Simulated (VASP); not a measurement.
## C: single point with LDA

The system is C, a slab with vacuum.

```
CELL_PARAMETERS angstrom
2.46514 0.00000 0.00000
-1.23257 2.13488 0.00000
0.00000 0.00000 46.23252
ATOMIC_POSITIONS crystal
C 0.00000 0.00000 0.39023
C 0.66667 0.33333 0.39023
C 0.00000 0.00000 0.46345
C 0.33333 0.66667 0.46346
C 0.00000 0.00000 0.53655
C 0.66667 0.33333 0.53654
C 0.00000 0.00000 0.60977
C 0.33333 0.66667 0.60977
```

```json
{
  "Program": "VASP 6.6.1",
  "Task": "single point",
  "Functional": "LDA",
  "Potentials or basis": "VASP PAW LDA potentials, release 64 (C)",
  "Cutoff": "520 eV",
  "k mesh": "18 × 18 × 1",
  "Occupations": "gaussian, width 0.1 eV",
  "Spin": "no spin polarisation",
  "Dipole correction": "yes",
  "Further INCAR settings": "ALGO = Normal; EDIFF = 1e-06; NBANDS = 26; NELMDL = -8"
}
```

| Item | Value |
| --- | --- |
| Largest force | 0.011 eV/Å |

Forces on the atoms (eV/Å):
```
C    0.000  0.000  0.011
C    0.000  0.000  0.006
C    0.000  0.000 -0.002
C    0.000  0.000 -0.002
C    0.000  0.000  0.002
C    0.000  0.000  0.002
C    0.000  0.000 -0.011
C    0.000  0.000 -0.006
```

It took 9.4 min on 1 thread of Oxide Virtual Turin-like Processor, on a shared host, peak memory 0.3 GiB.
